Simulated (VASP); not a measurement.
# Te (P3_121) in VASP: further runs

Runs on Te. Level: LDA. Tasks: electric field gradients.

Program: VASP 6.6.1. These are calculated values, not measurements. Logs are shortened: lines on timing, memory, paths and dates and some standing lists are left out, and cuts for length are marked.

## 1. The cell of the first run

The structure is trigonal, space group P3_121 (No. 152). The conventional cell has a = 4.367 Å, b = 4.367 Å, c = 5.804 Å, α = 90.00°, β = 90.00°, γ = 120.00°. Te (site symmetry 2) has 6 Te at 2.73 to 3.46 Å within 3.6 Å.

## 2. Electric field gradients, LDA (31.95 Å³/atom)

File INCAR:

```
SYSTEM = Te
  PREC = Accurate
  ENCUT = 520
  EDIFF = 1E-8
  ISMEAR = -1
  SIGMA = 0.08
  LREAL = .FALSE.
  LASPH = .TRUE.
  NELM = 80
  ALGO = Normal
  ISIF = 2
  LWAVE = .FALSE.
  LCHARG = .FALSE.
  LEFG = .TRUE.
  NBANDS = 16
```

File KPOINTS:

```
Automatic mesh
0
G
  9 9 6
  0 0 0
```

File POSCAR:

```
Te
1.0
    4.3669943424      0.0000000000      0.0000000000
   -2.1834971712      3.7819280387      0.0000000000
    0.0000000000      0.0000000000      5.8040476941
Te
3
Direct
    0.7450000000      0.0000000000      0.3333333333
    0.0000000000      0.7450000000      0.6666666667
    0.2550000000      0.2550000000      0.0000000000
```

Potentials or basis: VASP PAW LDA potentials, release 64 (Te).

Started as:

```sh
> cat potpaw_LDA.64/Te/POTCAR > POTCAR
> mpirun -np 1 vasp_std > vasp.out
```

OUTCAR:

```text
SYSTEM = Te
   PREC = Accurate
   ENCUT = 520
   EDIFF = 1E-8
   ISMEAR = -1
   LREAL = .FALSE.
   LASPH = .TRUE.
   NELM = 80
   ISIF = 2

 ion  position               nearest neighbor table
   1  0.745  0.000  0.333-   3 2.73   2 2.73   3 3.46   3 3.46   2 3.46   2 3.46
   2  0.000  0.745  0.667-   3 2.73   1 2.73   3 3.46   3 3.46   1 3.46   1 3.46
   3  0.255  0.255  0.000-   2 2.73   1 2.73   1 3.46   2 3.46   2 3.46   1 3.46

  LATTYP: Found a hexagonal cell.
 ALAT       =     4.3669943424
 C/A-ratio  =     1.3290714938

  Lattice vectors:

 A1 = (   4.3669943424,   0.0000000000,   0.0000000000)
 A2 = (  -2.1834971712,   3.7819280387,   0.0000000000)
 A3 = (   0.0000000000,   0.0000000000,   5.8040476941)

Analysis of symmetry for initial positions (statically):
=====================================================================
 Subroutine PRICEL returns:
 Original cell was already a primitive cell.

 Routine SETGRP: Setting up the symmetry group for a
 hexagonal supercell.

 Subroutine GETGRP returns: Found  6 space group operations
 (whereof  2 operations were pure point group operations)
 out of a pool of 24 trial point group operations.

The static configuration has the point symmetry C_2 .
 The point group associated with its full space group is D_3 .

Analysis of symmetry for dynamics (positions and initial velocities):
=====================================================================
 Subroutine PRICEL returns:
 Original cell was already a primitive cell.

 Routine SETGRP: Setting up the symmetry group for a
 hexagonal supercell.

 Subroutine GETGRP returns: Found  6 space group operations
 (whereof  2 operations were pure point group operations)
 out of a pool of 24 trial point group operations.

The dynamic configuration has the point symmetry C_2 .
 The point group associated with its full space group is D_3 .

 Subroutine INISYM returns: Found  6 space group operations
 (whereof  2 operations are pure point group operations),
 and found     1 'primitive' translations

----------------------------------------------------------------------------------------

                                     Primitive cell

  volume of cell :      95.8577

  direct lattice vectors                    reciprocal lattice vectors
     4.366994342  0.000000000  0.000000000     0.228990450  0.132207698  0.000000000
    -2.183497171  3.781928039  0.000000000     0.000000000  0.264415396  0.000000000
     0.000000000  0.000000000  5.804047694     0.000000000  0.000000000  0.172293553

  length of vectors
     4.366994342  4.366994342  5.804047694     0.264415396  0.264415396  0.172293553

  position of ions in fractional coordinates (direct lattice)
     0.745000000  0.000000000  0.333333333
     0.000000000  0.745000000  0.666666667
     0.255000000  0.255000000  0.000000000

  ion indices of the primitive-cell ions
   primitive index   ion index
                 1           1
                 2           2
                 3           3

----------------------------------------------------------------------------------------

 KPOINTS: Automatic mesh

Automatic generation of k-mesh.
 Grid dimensions read from file:
 generate k-points for:    9    9    6

 Generating k-lattice:

  Cartesian coordinates                     Fractional coordinates (reciprocal lattice)
     0.025443383  0.014689744  0.000000000     0.111111111  0.000000000  0.000000000
     0.000000000  0.029379488  0.000000000     0.000000000  0.111111111  0.000000000
     0.000000000  0.000000000  0.028715592     0.000000000  0.000000000  0.166666667

  Length of vectors
     0.029379488  0.029379488  0.028715592

  Shift w.r.t. Gamma in fractional coordinates (k-lattice)
     0.000000000  0.000000000  0.000000000

 Subroutine IBZKPT returns following result:
 ===========================================

 Found     62 irreducible k-points:

 Following reciprocal coordinates:
            Coordinates               Weight
  0.000000  0.000000  0.000000      1.000000
  0.111111  0.000000  0.000000      6.000000
  0.222222  0.000000  0.000000      6.000000
  0.333333  0.000000  0.000000      6.000000
  0.444444  0.000000  0.000000      6.000000
  0.111111  0.111111  0.000000      6.000000
[... 16 lines left out ...]
  0.222222  0.111111  0.166667     12.000000
 -0.111111  0.333333  0.166667     12.000000
 [... further k-points ...]
   k-points           NKPTS =     62   k-points in BZ     NKDIM =     62   number of bands    NBANDS=     16
   number of dos      NEDOS =    301   number of ions     NIONS =      3
   total plane-waves  NPLWV =  49152
   dimension x,y,z NGX =    32 NGY =   32 NGZ =   48
   dimension x,y,z NGXF=    64 NGYF=   64 NGZF=   96
   ions per type =               3
   NGX,Y,Z   is equivalent  to a cutoff of  12.18, 12.18, 13.75 a.u.
   NGXF,Y,Z  is equivalent  to a cutoff of  24.36, 24.36, 27.50 a.u.
 SYSTEM =  Te
   PREC   = accura    normal or accurate (medium, high low for compatibility)
   ISTART =      0    job   : 0-new  1-cont  2-samecut
   ICHARG =      2    charge: 1-file 2-atom 10-const
   ISPIN  =      1    spin polarized calculation?
   LNONCOLLINEAR =      F non collinear calculations
   LSORBIT =      F    spin-orbit coupling
   LASPH  =      T    aspherical Exc in radial PAW
   ENCUT  =  520.0 eV  38.22 Ry    6.18 a.u.   8.12  8.12 10.79*2*pi/ulx,y,z
   NELM   =     80;   NELMIN=  2; NELMDL= -5     # of ELM steps
   EDIFF  = 0.1E-07   stopping-criterion for ELM
   LREAL  =      F    real-space projection
   EDIFFG = 0.1E-06   stopping-criterion for IOM
   NSW    =      0    number of steps for IOM
   IBRION =     -1    ionic relax: 0-MD 1-quasi-New 2-CG
   NFREE  =      0    steps in history (QN), initial steepest desc. (CG)
   ISIF   =      2    stress and relaxation
   ISYM   =      2    0-nonsym 1-usesym 2-fastsym
   POTIM  = 0.5000    time-step for ionic-motion
   TEBEG  =    0.0;   TEEND  =   0.0 temperature during run
   PSTRESS=    0.0 pullay stress
   NELECT =      18.0000    total number of electrons
   NUPDOWN=      -1.0000    fix difference up-down
   EMIN   =  10.00;   EMAX   =-10.00  energy-range for DOS
   EFERMI =   0.00;   METHOD = LEGACY
   ISMEAR =    -1;   SIGMA  =   0.08  broadening in eV -4-tet -1-fermi 0-gaus
   EFERMI_NEDOS =   21; number of points for ismear=-14 and -15
   IALGO  =     38    algorithm
   IMIX   =      4    mixing-type and parameters
     AMIX     =   0.40;   BMIX     =  1.00
     AMIX_MAG =   1.60;   BMIX_MAG =  1.00
  volume/ion in A,a.u.               =      31.95       215.63
  Fermi-wavevector in a.u.,A,eV,Ry     =   0.937469  1.771559 11.957443  0.878847
  Thomas-Fermi vector in A             =   2.064583
   LORBIT       =      0    0 simple, 1 ext, 2 COOP (PROOUT), +10 PAW based schemes
   GGA     = CA    functional components
   LHFCALC =     F    Hartree Fock is set to
   AEXX    =    0.0000 exact exchange contribution
   IVDW    =     0    specifies the selected vdW correction
   LEPSILON=     F    determine dielectric tensor
   LRPA    =     F    only Hartree local field effects (RPA)
 non-spin polarized calculation
  energy-cutoff  :      520.00
  volume of cell :       95.86
 maximum number of plane-waves:      2600
   NGX = 17   NGY = 17   NGZ = 21

 number of electron      18.0000000 magnetization

 Free energy of the ion-electron system (eV)
  ---------------------------------------------------
  ext. energy  EPLUGINS =         0.00000000
  ---------------------------------------------------
  free energy    TOTEN  =       -11.23466706 eV

  energy without entropy =      -11.23249970  energy(sigma->0) =      -11.23358338

 E-fermi :   6.7135     XC(G=0):  -9.5345

 val. band max:        6.6726103059   @ k =   0.3333   0.3333   0.5000
 cond. band min:       7.1305540254   @ k =   0.0000   0.0000   0.5000
 fundamental gap:      0.4579437195
 Fermi energy:         6.7134905950

 k-point     1 :       0.0000    0.0000    0.0000
  band No.  band energies     occupation
      1      -7.7024      2.00000
      2      -4.0094      2.00000
      3      -4.0094      2.00000
      4       3.1996      2.00000
      5       3.6057      2.00000
      6       3.6057      2.00000
[... 433 lines left out ...]
      3      -3.3480      2.00000
      4       1.6023      2.00000
      5       2.0919      2.00000
      6       3.2444      2.00000
[... 8 lines left out ...]
     15      13.0069      0.00000
     16      13.4830      0.00000

 [... further k-points ...]

------------------------ aborting loop because EDIFF is reached ----------------------------------------

  FORCE on cell =-STRESS in cart. coord.  units (eV):
  Direction    XX          YY          ZZ          XY          YZ          ZX
  --------------------------------------------------------------------------------------
  -------------------------------------------------------------------------------------
  Total        1.5323691      1.5323691      3.1704551     -0.0000000      0.0000000      0.0000000
  in kB       25.6122131     25.6122131     52.9913926     -0.0000000      0.0000000      0.0000000
  external PRESSURE =      34.7386063 kB  Pullay stress =       0.0000000 kB

 VOLUME and BASIS-vectors are now :
 -----------------------------------------------------------------------------
  energy-cutoff  :      520.00
  volume of cell :       95.86
      direct lattice vectors                 reciprocal lattice vectors
     4.366994342  0.000000000  0.000000000     0.228990450  0.132207698  0.000000000
    -2.183497171  3.781928039  0.000000000     0.000000000  0.264415396  0.000000000
     0.000000000  0.000000000  5.804047694     0.000000000  0.000000000  0.172293553

 POSITION                                       TOTAL-FORCE (eV/Angst)
 -----------------------------------------------------------------------------------
      3.25341      0.00000      1.93468        -0.992558     -0.000000     -0.000000
     -1.62671      2.81754      3.86937         0.496279     -0.859580      0.000000
      0.55679      0.96439      0.00000         0.496279      0.859580      0.000000
 -----------------------------------------------------------------------------------
    total drift:                               -0.000000     -0.000000      0.000000

  FREE ENERGIE OF THE ION-ELECTRON SYSTEM (eV)
  ---------------------------------------------------
  free  energy   TOTEN  =       -11.2346670634 eV

  energy  without entropy=      -11.2324997001  energy(sigma->0) =      -11.23358338

 Electric field gradients (V/A^2)
---------------------------------------------------------------------
 ion       V_xx      V_yy      V_zz      V_xy      V_xz      V_yz
---------------------------------------------------------------------
   1     164.587  -391.907   227.320    -0.000    -0.000  -332.181
   2    -252.784    25.463   227.320  -240.969   287.677   166.090
   3    -252.784    25.463   227.320   240.969  -287.677   166.090
---------------------------------------------------------------------

 Electric field gradients after diagonalization (V/A^2)
 (convention: |V_zz| > |V_xx| > |V_yy|)
----------------------------------------------------------------------
 ion       V_xx      V_yy      V_zz     asymmetry (V_yy - V_xx)/ V_zz
----------------------------------------------------------------------
   1     371.804   164.587  -536.391       0.386
   2     371.804   164.587  -536.391       0.386
   3     371.804   164.587  -536.391       0.386
----------------------------------------------------------------------

           NMR quadrupolar parameters

 Cq : quadrupolar parameter    Cq=e*Q*V_zz/h
 eta: asymmetry parameters     (V_yy - V_xx)/ V_zz
 Q  : nuclear electric quadrupole moment in mb (millibarn)
----------------------------------------------------------------------
 ion       Cq(MHz)       eta       Q (mb)
----------------------------------------------------------------------
   1      -1.297       0.386       1.000
   2      -1.297       0.386       1.000
   3      -1.297       0.386       1.000
----------------------------------------------------------------------
```

Wall time 91 s (1 thread of AMD EPYC 9R14 (Zen 4), shared host); peak memory 0.19 GiB.

Results:

* Free energy: -11.2347 eV
* Pressure: 3.5 GPa
* Largest force: 0.993 eV/Å
* Largest electric field gradient by atom: Te -536.4 V/Å²

Forces on the atoms (eV/Å):
```
Te  -0.993  0.000  0.000
Te   0.496 -0.860  0.000
Te   0.496  0.860  0.000
```

Stress tensor (GPa, compression positive):
```
2.56 0.00 0.00
0.00 2.56 0.00
0.00 0.00 5.30
```

Levels at points of the mesh, in eV from the Fermi level:
```csv
k point,band 7,band 8,band 9,band 10,band 11,band 12
"(0.00, 0.00, 0.00)",-1.95,-1.95,-0.84,0.97,0.97,1.64
"(0.00, 0.00, 0.50)",-1.64,-1.35,-1.35,0.42,0.57,0.57
```

Electric field gradients, principal values (V/Å²):
```tsv
atom	least	middle	greatest (by size)
1 Te	164.587	371.804	-536.391
2 Te	164.587	371.804	-536.391
3 Te	164.587	371.804	-536.391
```

Caveat: the cell stands under pressure; without QUAD_EFG the Cq values of the log hold for a quadrupole moment of 1 mb, not for the nuclei; spin-orbit coupling is left out, which moves the levels of the heavy elements.

(Part 1 of 4 ends here.)
